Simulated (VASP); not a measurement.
# TiO2 (C2/c) in VASP: further runs, part 2 of 2

VASP 6.6.1.

## 4. Single point, LDA, collinear spin

INCAR reads:

```
SYSTEM = TiO2
PREC     = Accurate       ! precision mode
ENCUT    = 520            ! plane-wave cutoff, eV
EDIFF    = 1E-6           ! SCF threshold, eV
ISMEAR   = 0              ! smearing method
SIGMA    = 0.1            ! smearing width, eV
LREAL    = .False.        ! projectors in reciprocal space
LASPH    = .True.         ! aspherical terms in the spheres
NELM     = 150            ! most SCF steps
ALGO     = Normal         ! electronic algorithm
ISIF     = 2              ! what is computed and relaxed
LWAVE    = .False.        ! write WAVECAR
LCHARG   = .True.         ! write CHGCAR
ISPIN    = 2              ! spin polarisation
MAGMOM   = 1 1 0 0 0 0    ! initial moments
LORBIT   = 11             ! projections on sites
LMAXMIX  = 4              ! l up to which the mixer works
GGA      = CA             ! functional
LELF     = .True.         ! ELF
LVHAR    = .True.       
NBANDS   = 37             ! bands
```

KPOINTS reads:

```
regular mesh
0
Gamma
  6 6 4
  0 0 0
```

POSCAR reads:

```
TiO2
1.0
    2.7060340000     -2.7066550000      0.0000000000
    2.7060340000      2.7066550000      0.0000000000
   -2.6335310000      0.0000000000      4.7966370000
Ti O
2 4
Direct
    0.1341100000      0.8658900000      0.2500000000
    0.8658900000      0.1341100000      0.7500000000
    0.3312210000      0.0887550000      0.6671490000
    0.6687790000      0.9112450000      0.3328510000
    0.9112450000      0.6687790000      0.8328510000
    0.0887550000      0.3312210000      0.1671490000
```

Potentials or basis: VASP PAW LDA potentials, release 64 (Ti_sv, O).

Run with:

```bash
$ cat potpaw_LDA.64/Ti_sv/POTCAR potpaw_LDA.64/O/POTCAR > POTCAR
$ mpirun -np 1 vasp_std > vasp.out
```

OUTCAR:

```text
SYSTEM = TiO2
   PREC = Accurate
   ENCUT = 520
   EDIFF = 1E-6
   ISMEAR = 0
   LREAL = .False.
   LASPH = .True.
   NELM = 150
   ISIF = 2
   ISPIN = 2
   LORBIT = 11
   GGA = CA

 ion  position               nearest neighbor table
   1  0.134  0.866  0.250-   4 1.93   6 1.93   6 1.98   4 1.98   3 2.00   5 2.00
   2  0.866  0.134  0.750-   5 1.93   3 1.93   5 1.98   3 1.98   6 2.00   4 2.00
   3  0.331  0.089  0.667-   2 1.93   2 1.98   1 2.00
   4  0.669  0.911  0.333-   1 1.93   1 1.98   2 2.00
   5  0.911  0.669  0.833-   2 1.93   2 1.98   1 2.00
   6  0.089  0.331  0.167-   1 1.93   1 1.98   2 2.00

  LATTYP: Found a base centered monoclinic cell.
 ALAT       =     5.4120680000
 B/A-ratio  =     1.0002294871
 C/A-ratio  =     1.0110809974
 COS(beta)  =    -0.4812705001

  Lattice vectors:

 A1 = (   2.7060340000,  -2.7066550000,   0.0000000000)
 A2 = (   2.7060340000,   2.7066550000,   0.0000000000)
 A3 = (  -2.6335310000,   0.0000000000,   4.7966370000)

Analysis of symmetry for initial positions (statically):
=====================================================================
 Subroutine PRICEL returns:
 Original cell was already a primitive cell.

 Routine SETGRP: Setting up the symmetry group for a
 base centered monoclinic supercell.

 Subroutine GETGRP returns: Found  4 space group operations
 (whereof  2 operations were pure point group operations)
 out of a pool of  4 trial point group operations.

The static configuration has the point symmetry S_2 .
 The point group associated with its full space group is C_2h.

Analysis of symmetry for dynamics (positions and initial velocities):
=====================================================================
 Subroutine PRICEL returns:
 Original cell was already a primitive cell.

 Routine SETGRP: Setting up the symmetry group for a
 base centered monoclinic supercell.

 Subroutine GETGRP returns: Found  4 space group operations
 (whereof  2 operations were pure point group operations)
 out of a pool of  4 trial point group operations.

[... 185 lines left out ...]
      1     -52.9714      1.00000
      2     -52.9146      1.00000
      3     -29.8084      1.00000
      4     -29.5810      1.00000
      5     -29.5807      1.00000
      6     -29.5166      1.00000
[... 925 lines left out ...]
     35      11.1598      0.00000
     36      13.8351      0.00000

 [... further k-points ...]

 spin component 2

 k-point     1 :       0.0000    0.0000    0.0000
  band No.  band energies     occupation
      1     -52.9714      1.00000
      2     -52.9146      1.00000
      3     -29.8084      1.00000
      4     -29.5810      1.00000
      5     -29.5807      1.00000
      6     -29.5166      1.00000
[... 925 lines left out ...]
     35      11.1598      0.00000
     36      13.8351      0.00000

 [... further k-points ...]

 [bands above 36 left out]

------------------------ aborting loop because EDIFF is reached ----------------------------------------

  FORCE on cell =-STRESS in cart. coord.  units (eV):
  Direction    XX          YY          ZZ          XY          YZ          ZX
  --------------------------------------------------------------------------------------
  -------------------------------------------------------------------------------------
  Total       -5.2407073     -5.2561099     -5.1269453      0.0000000      0.0000000     -0.1826748
  in kB     -119.4998857   -119.8510990   -116.9058560      0.0000000      0.0000000     -4.1653958
  external PRESSURE =    -118.7522802 kB  Pullay stress =       0.0000000 kB

 VOLUME and BASIS-vectors are now :
 -----------------------------------------------------------------------------
  energy-cutoff  :      520.00
  volume of cell :       70.26
      direct lattice vectors                 reciprocal lattice vectors
     2.706034000 -2.706655000  0.000000000     0.184772253 -0.184729860  0.101446796
     2.706034000  2.706655000  0.000000000     0.184772253  0.184729860  0.101446796
    -2.633531000  0.000000000  4.796637000     0.000000000  0.000000000  0.208479399

 POSITION                                       TOTAL-FORCE (eV/Angst)
 -----------------------------------------------------------------------------------
      2.04765      1.98068      1.19916         0.000000      0.067030      0.000000
      0.73089     -1.98068      3.59748        -0.000000     -0.067030      0.000000
     -0.62049     -0.65627      3.20007         0.010999     -0.044313     -0.310514
      3.39903      0.65627      1.59657        -0.010999      0.044313      0.310514
      2.08226     -0.65627      3.99488        -0.010999     -0.044313      0.310514
      0.69628      0.65627      0.80175         0.010999      0.044313     -0.310514
 -----------------------------------------------------------------------------------
    total drift:                               -0.000000      0.000000     -0.000000

  FREE ENERGIE OF THE ION-ELECTRON SYSTEM (eV)
  ---------------------------------------------------
  free  energy   TOTEN  =       -58.6839607488 eV

  energy  without entropy=      -58.6839607488  energy(sigma->0) =      -58.68396075

 total charge

# of ion       s       p       d       tot
------------------------------------------
    1        2.220   6.285   1.741  10.246
    2        2.220   6.285   1.741  10.246
    3        1.559   3.464   0.000   5.023
    4        1.559   3.464   0.000   5.023
    5        1.559   3.464   0.000   5.023
    6        1.559   3.464   0.000   5.023
--------------------------------------------------
tot         10.675  26.426   3.482  40.582

 magnetization (x)

# of ion       s       p       d       tot
------------------------------------------
    1       -0.000   0.000  -0.000  -0.000
    2       -0.000   0.000  -0.000  -0.000
    3       -0.000   0.000   0.000   0.000
    4       -0.000   0.000   0.000   0.000
    5       -0.000   0.000   0.000   0.000
    6       -0.000   0.000   0.000   0.000
--------------------------------------------------
tot         -0.000   0.000  -0.000  -0.000
```

OSZICAR:

```text
N       E                     dE             d eps       ncg     rms          rms(c)
DAV:   1     0.641109831471E+03    0.64111E+03   -0.23957E+04  6956   0.150E+03
[... 11 lines left out ...]
DAV:  13    -0.586844888365E+02    0.86893E-03   -0.18582E-03  8100   0.255E-01    0.286E-01
DAV:  14    -0.586842298243E+02    0.25901E-03   -0.26702E-04  7888   0.957E-02    0.178E-01
DAV:  15    -0.586840135591E+02    0.21627E-03   -0.29394E-04  7666   0.883E-02    0.748E-02
DAV:  16    -0.586839667934E+02    0.46766E-04   -0.78575E-05  8425   0.476E-02    0.276E-02
DAV:  17    -0.586839628793E+02    0.39141E-05   -0.87438E-06  7605   0.147E-02    0.146E-02
DAV:  18    -0.586839615646E+02    0.13147E-05   -0.11339E-06  3952   0.674E-03    0.105E-02
DAV:  19    -0.586839607488E+02    0.81581E-06   -0.19186E-06  5014   0.738E-03
   1 F= -.58683961E+02 E0= -.58683961E+02  d E =-.168716E-20  mag=    -0.0000
```

It took 1.9 min on 1 thread of Intel Xeon 6975P-C (Granite Rapids), shared host; peak memory 0.27 GiB.

What came out:

| Item | Value |
| --- | --- |
| Free energy | -58.6840 eV |
| Pressure | -11.9 GPa |
| Largest force | 0.314 eV/Å |
| Band gap on the k mesh | 1.95 eV (least direct gap 2.28 eV) |
| Net moment | 0.00 μB per cell |
| Valence electrons inside the program's atomic spheres | Ti 10.25; O 5.02 |

Forces on the atoms (eV/Å):
```
Ti   0.000  0.067  0.000
Ti   0.000 -0.067  0.000
O    0.011 -0.044 -0.311
O   -0.011  0.044  0.311
O   -0.011 -0.044  0.311
O    0.011  0.044 -0.311
```

Caveat: the cell stands under tension. A k mesh can miss the band edges.
